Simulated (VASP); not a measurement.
# Al (Pm-3n) in VASP: further runs, part 2 of 2

VASP 6.6.1. Earlier steps stand in the parts before.

## 3. Single point, RPBE

INCAR reads:

```
PREC = Accurate
ENCUT = 520
EDIFF = 1E-6
ISMEAR = -1
SIGMA = 0.1
LREAL = False
LASPH = True
NELM = 60
ALGO = Normal
ISIF = 2
LWAVE = False
LCHARG = False
GGA = RP
NBANDS = 22
```

KPOINTS reads:

```
regular mesh
0
Gamma
  7 7 7
```

POSCAR reads:

```
Al
1.0
    5.1680338204      0.0000000000      0.0000000000
    0.0000000000      5.1680338204      0.0000000000
    0.0000000000      0.0000000000      5.1680338204
Al
8
Direct
    1.0000000000      1.0000000000      1.0000000000
    0.5000000000      0.5000000000      0.5000000000
    0.2500000000      1.0000000000      0.5000000000
    0.7500000000      1.0000000000      0.5000000000
    0.5000000000      0.2500000000      0.0000000000
    0.5000000000      0.7500000000      0.0000000000
    0.0000000000      0.5000000000      0.2500000000
    0.0000000000      0.5000000000      0.7500000000
```

Potentials or basis: VASP PAW PBE potentials, release 64 (Al).

Command:

```
$ cat potpaw_PBE.64/Al/POTCAR > POTCAR
$ mpirun -np 1 vasp_std > vasp.out
```

OUTCAR:

```text
PREC = Accurate
   ENCUT = 520
   EDIFF = 1E-6
   ISMEAR = -1
   LREAL = False
   LASPH = True
   NELM = 60
   ISIF = 2
   GGA = RP

 ion  position               nearest neighbor table
   1  0.000  0.000  0.000-   3 2.89   4 2.89   5 2.89   6 2.89   7 2.89   8 2.89   3 2.89   4 2.89
                             7 2.89   8 2.89   5 2.89   6 2.89
   2  0.500  0.500  0.500-   3 2.89   4 2.89   5 2.89   6 2.89   7 2.89   8 2.89   5 2.89   6 2.89
                             3 2.89   4 2.89   7 2.89   8 2.89
   3  0.250  0.000  0.500-   4 2.58   4 2.58   1 2.89   1 2.89   2 2.89   2 2.89   8 3.16   5 3.16
                             5 3.16   6 3.16   6 3.16   7 3.16   8 3.16   7 3.16
   4  0.750  0.000  0.500-   3 2.58   3 2.58   1 2.89   1 2.89   2 2.89   2 2.89   8 3.16   5 3.16
                             5 3.16   6 3.16   6 3.16   7 3.16   8 3.16   7 3.16
   5  0.500  0.250  0.000-   6 2.58   6 2.58   1 2.89   2 2.89   2 2.89   1 2.89   8 3.16   4 3.16
                             3 3.16   4 3.16   3 3.16   7 3.16   7 3.16   8 3.16
   6  0.500  0.750  0.000-   5 2.58   5 2.58   1 2.89   2 2.89   2 2.89   1 2.89   8 3.16   4 3.16
                             3 3.16   4 3.16   3 3.16   7 3.16   7 3.16   8 3.16
   7  0.000  0.500  0.250-   8 2.58   8 2.58   1 2.89   2 2.89   1 2.89   2 2.89   3 3.16   4 3.16
                             5 3.16   3 3.16   4 3.16   6 3.16   5 3.16   6 3.16
   8  0.000  0.500  0.750-   7 2.58   7 2.58   1 2.89   2 2.89   1 2.89   2 2.89   3 3.16   4 3.16
                             5 3.16   3 3.16   4 3.16   6 3.16   5 3.16   6 3.16

  LATTYP: Found a simple cubic cell.
 ALAT       =     5.1680338204

  Lattice vectors:

 A1 = (   5.1680338204,   0.0000000000,   0.0000000000)
 A2 = (   0.0000000000,   5.1680338204,   0.0000000000)
 A3 = (   0.0000000000,   0.0000000000,   5.1680338204)

Analysis of symmetry for initial positions (statically):
=====================================================================
 Subroutine PRICEL returns:
 Original cell was already a primitive cell.

 Routine SETGRP: Setting up the symmetry group for a
 simple cubic supercell.

 Subroutine GETGRP returns: Found 48 space group operations
 (whereof 24 operations were pure point group operations)
 out of a pool of 48 trial point group operations.

The static configuration has the point symmetry T_h .
 The point group associated with its full space group is O_h .

Analysis of symmetry for dynamics (positions and initial velocities):
=====================================================================
 Subroutine PRICEL returns:
 Original cell was already a primitive cell.

 Routine SETGRP: Setting up the symmetry group for a
 simple cubic supercell.

 Subroutine GETGRP returns: Found 48 space group operations
 (whereof 24 operations were pure point group operations)
 out of a pool of 48 trial point group operations.

The dynamic configuration has the point symmetry T_h .
 The point group associated with its full space group is O_h .

 Subroutine INISYM returns: Found 48 space group operations
 (whereof 24 operations are pure point group operations),
 and found     1 'primitive' translations

----------------------------------------------------------------------------------------

                                     Primitive cell

  volume of cell :     138.0308
[... 62 lines left out ...]
  0.142857  0.142857  0.000000     12.000000
  0.285714  0.142857  0.000000     24.000000
[... 12 lines left out ...]
  0.428571  0.428571  0.285714     24.000000
  0.428571  0.428571  0.428571      8.000000
   k-points           NKPTS =     20   k-points in BZ     NKDIM =     20   number of bands    NBANDS=     22
   number of dos      NEDOS =    301   number of ions     NIONS =      8
   total plane-waves  NPLWV =  64000
   dimension x,y,z NGX =    40 NGY =   40 NGZ =   40
   dimension x,y,z NGXF=    80 NGYF=   80 NGZF=   80
   ions per type =               8
   NGX,Y,Z   is equivalent  to a cutoff of  12.87, 12.87, 12.87 a.u.
   NGXF,Y,Z  is equivalent  to a cutoff of  25.73, 25.73, 25.73 a.u.
 SYSTEM =  unknown system
   PREC   = accura    normal or accurate (medium, high low for compatibility)
   ISTART =      0    job   : 0-new  1-cont  2-samecut
   ICHARG =      2    charge: 1-file 2-atom 10-const
   ISPIN  =      1    spin polarized calculation?
   LNONCOLLINEAR =      F non collinear calculations
   LSORBIT =      F    spin-orbit coupling
   LASPH  =      T    aspherical Exc in radial PAW
   ENCUT  =  520.0 eV  38.22 Ry    6.18 a.u.   9.61  9.61  9.61*2*pi/ulx,y,z
   NELM   =     60;   NELMIN=  2; NELMDL= -5     # of ELM steps
   EDIFF  = 0.1E-05   stopping-criterion for ELM
   LREAL  =      F    real-space projection
   EDIFFG = 0.1E-04   stopping-criterion for IOM
   NSW    =      0    number of steps for IOM
   IBRION =     -1    ionic relax: 0-MD 1-quasi-New 2-CG
   NFREE  =      0    steps in history (QN), initial steepest desc. (CG)
   ISIF   =      2    stress and relaxation
   ISYM   =      2    0-nonsym 1-usesym 2-fastsym
   POTIM  = 0.5000    time-step for ionic-motion
   TEBEG  =    0.0;   TEEND  =   0.0 temperature during run
   PSTRESS=    0.0 pullay stress
   NELECT =      24.0000    total number of electrons
   NUPDOWN=      -1.0000    fix difference up-down
   EMIN   =  10.00;   EMAX   =-10.00  energy-range for DOS
   EFERMI =   0.00;   METHOD = LEGACY
   ISMEAR =    -1;   SIGMA  =   0.10  broadening in eV -4-tet -1-fermi 0-gaus
   EFERMI_NEDOS =   21; number of points for ismear=-14 and -15
   IALGO  =     38    algorithm
   IMIX   =      4    mixing-type and parameters
     AMIX     =   0.40;   BMIX     =  1.00
     AMIX_MAG =   1.60;   BMIX_MAG =  1.00
  volume/ion in A,a.u.               =      17.25       116.43
  Fermi-wavevector in a.u.,A,eV,Ry     =   0.913734  1.726707 11.359644  0.834910
  Thomas-Fermi vector in A             =   2.038280
   LORBIT       =      0    0 simple, 1 ext, 2 COOP (PROOUT), +10 PAW based schemes
   GGA     = RP    functional components
   LHFCALC =     F    Hartree Fock is set to
   AEXX    =    0.0000 exact exchange contribution
   IVDW    =     0    specifies the selected vdW correction
   LEPSILON=     F    determine dielectric tensor
   LRPA    =     F    only Hartree local field effects (RPA)
 non-spin polarized calculation
  energy-cutoff  :      520.00
  volume of cell :      138.03
 maximum number of plane-waves:      3771
 NGX is ok and might be reduce to    40
   NGX = 19   NGY = 19   NGZ = 19

 number of electron      24.0000000 magnetization

 Free energy of the ion-electron system (eV)
  ---------------------------------------------------
  ext. energy  EPLUGINS =         0.00000000
  ---------------------------------------------------
  free energy    TOTEN  =       -27.52244329 eV

  energy without entropy =      -27.41693115  energy(sigma->0) =      -27.46968722

 E-fermi :   7.6601     XC(G=0):  -9.9735

 val. band max:        7.6512976346   @ k =   0.1429   0.1429   0.0000
 cond. band min:       7.6637156534   @ k =   0.2857   0.2857   0.0000
 fundamental gap:      0.0124180188
 Fermi energy:         7.6601203029

 k-point     1 :       0.0000    0.0000    0.0000
  band No.  band energies     occupation
      1      -3.2048      2.00000
      2       2.0130      2.00000
      3       2.0163      2.00000
      4       2.0163      2.00000
      5       2.4519      2.00000
      6       2.4519      2.00000
[... 489 lines left out ...]
     21      11.7607      0.00000
     22      11.8699      0.00000

------------------------ aborting loop because EDIFF is reached ----------------------------------------

  FORCE on cell =-STRESS in cart. coord.  units (eV):
  Direction    XX          YY          ZZ          XY          YZ          ZX
  --------------------------------------------------------------------------------------
  -------------------------------------------------------------------------------------
  Total       -0.1436696     -0.1436696     -0.1436696     -0.0000000     -0.0000000     -0.0000000
  in kB       -1.6676284     -1.6676284     -1.6676284     -0.0000000     -0.0000000     -0.0000000
  external PRESSURE =      -1.6676284 kB  Pullay stress =       0.0000000 kB

 VOLUME and BASIS-vectors are now :
 -----------------------------------------------------------------------------
  energy-cutoff  :      520.00
  volume of cell :      138.03
      direct lattice vectors                 reciprocal lattice vectors
     5.168033820  0.000000000  0.000000000     0.193497186  0.000000000  0.000000000
     0.000000000  5.168033820  0.000000000     0.000000000  0.193497186  0.000000000
     0.000000000  0.000000000  5.168033820     0.000000000  0.000000000  0.193497186

 POSITION                                       TOTAL-FORCE (eV/Angst)
 -----------------------------------------------------------------------------------
      0.00000      0.00000      0.00000        -0.000000     -0.000000     -0.000000
      2.58402      2.58402      2.58402        -0.000000     -0.000000     -0.000000
      1.29201      0.00000      2.58402         0.000000     -0.000000     -0.000000
      3.87603      0.00000      2.58402        -0.000000      0.000000      0.000000
      2.58402      1.29201      0.00000         0.000000     -0.000000      0.000000
      2.58402      3.87603      0.00000        -0.000000     -0.000000     -0.000000
      0.00000      2.58402      1.29201         0.000000     -0.000000      0.000000
      0.00000      2.58402      3.87603         0.000000      0.000000     -0.000000
 -----------------------------------------------------------------------------------
    total drift:                               -0.000000      0.000000     -0.000000

  FREE ENERGIE OF THE ION-ELECTRON SYSTEM (eV)
  ---------------------------------------------------
  free  energy   TOTEN  =       -27.5224432908 eV

  energy  without entropy=      -27.4169311531  energy(sigma->0) =      -27.46968722
```

Wall time 19 s (1 thread of Intel Xeon 6975P-C (Granite Rapids), shared host); peak memory 0.23 GiB.

Results:

```yaml
Free_energy: -27.5224 eV
Pressure: -0.2 GPa
Band_gap_on_the_k_mesh: zero (band 12 reaches 9.94 eV, above the bottom of band 13 at 6.90 eV)
```

Levels at points of the mesh, in eV from the Fermi level:
| k point | band 10 | band 11 | band 12 | band 13 | band 14 | band 15 |
| --- | --- | --- | --- | --- | --- | --- |
| (0.00, 0.00, 0.00) | -0.68 | -0.68 | -0.68 | 0.23 | 0.23 | 0.23 |

Caveat: the PAW data sets were made with another functional, which shifts forces and pressure a little.

## 4. Relaxation of cell and atoms, RPBE

This run uses another cell than the first one, of 16.60 Å³/atom, 0.962 times its volume.

INCAR reads:

```
SYSTEM = Al
PREC     = Accurate       ! precision mode
ENCUT    = 600            ! plane-wave cutoff, eV
EDIFF    = 1E-6           ! SCF threshold, eV
ISMEAR   = -1             ! smearing method
SIGMA    = 0.1            ! smearing width, eV
LREAL    = .FALSE.        ! projectors in reciprocal space
LASPH    = .TRUE.         ! aspherical terms in the spheres
NELM     = 60             ! most SCF steps
ALGO     = Normal         ! electronic algorithm
ISIF     = 3              ! what is computed and relaxed
LWAVE    = .FALSE.        ! write WAVECAR
LCHARG   = .FALSE.        ! write CHGCAR
GGA      = RP             ! functional
IBRION   = 2              ! ionic algorithm
NSW      = 80             ! ionic steps
EDIFFG   = -0.01          ! ionic threshold
```

KPOINTS reads:

```
Automatic mesh
0
G
  5 5 5
  0 0 0
```

POSCAR reads:

```
Al
1.0
    5.1021510852      0.0000000000      0.0000000000
    0.0000000000      5.1021510852      0.0000000000
    0.0000000000      0.0000000000      5.1021510852
Al
8
Direct
    0.0000000000      0.0000000000      0.0000000000
    0.5000000000      0.5000000000      0.5000000000
    0.2500000000      0.0000000000      0.5000000000
    0.7500000000      0.0000000000      0.5000000000
    0.5000000000      0.2500000000      0.0000000000
    0.5000000000      0.7500000000      0.0000000000
    0.0000000000      0.5000000000      0.2500000000
    0.0000000000      0.5000000000      0.7500000000
```

Command:

```
$ cat potpaw_PBE.64/Al/POTCAR > POTCAR
$ mpirun -np 1 vasp_std > vasp.out
```

It took 24 s on 1 thread of Intel Xeon 6975P-C (Granite Rapids), shared host; peak memory 0.25 GiB.

Results (log left out):

- Free energy: -27.4345 eV
- Relaxed volume: 17.21 Å³/atom
- Relaxed cell: a = 5.163 Å, b = 5.163 Å, c = 5.163 Å, α = 90.00°, β = 90.00°, γ = 90.00°
- Space group after relaxing (to 0.05 Å): Pm-3n (No. 223)
- Energy gained by relaxing: 5.0 meV/atom
- Ionic steps: 3
- Pressure after relaxing: 0.0 GPa
- Band gap on the k mesh: zero (band 12 reaches 9.63 eV, above the bottom of band 13 at 7.11 eV)

The path:
| step | energy change (eV) | largest force (eV/Å) | pressure (GPa) | volume (Å³) |
| --- | --- | --- | --- | --- |
| 1 | 0.0000 | 0.0000 | 2.75 | 132.82 |
| 2 | -0.0393 | 0.0000 | -0.35 | 138.37 |
| 3 | -0.0401 | 0.0000 | 0.01 | 137.66 |

Final structure:
```
Al
1.0
     5.16341    0.00000    0.00000
     0.00000    5.16341    0.00000
     0.00000    0.00000    5.16341
Al
8
Direct
  0.00000 0.00000 0.00000
  0.50000 0.50000 0.50000
  0.25000 0.00000 0.50000
  0.75000 0.00000 0.50000
  0.50000 0.25000 0.00000
  0.50000 0.75000 0.00000
  0.00000 0.50000 0.25000
  0.00000 0.50000 0.75000
```

Levels at points of the mesh, in eV from the Fermi level:
| k point | band 10 | band 11 | band 12 | band 13 | band 14 | band 15 |
| --- | --- | --- | --- | --- | --- | --- |
| (0.00, 0.00, 0.00) | -0.79 | -0.79 | -0.79 | 0.13 | 0.13 | 0.13 |

Caveat: the PAW data sets were made with another functional, which shifts forces and pressure a little.

## 5. The runs side by side

| task | cell | k mesh | cutoff (eV) | gap on the mesh (eV) | pressure (GPa) |
| --- | --- | --- | --- | --- | --- |
| single point | a = 5.168 Å, 8 atoms | 5 × 5 × 5 | 520 | none | -0.2 |
| single point | a = 5.168 Å, 8 atoms | 7 × 7 × 7 | 520 | none | -0.2 |
| relaxation of cell and atoms | relaxed from a = 5.102 Å, 8 atoms | 5 × 5 × 5 | 600 | none | 0.0 |

Alike in all rows: level RPBE; potentials or basis VASP PAW PBE potentials, release 64 (Al); no spin polarisation; smearing fermi-dirac 0.1 eV.

Caveats: the PAW data sets were made with another functional, which shifts forces and pressure a little.

Absolute energies hang on the potentials; compare differences alone.
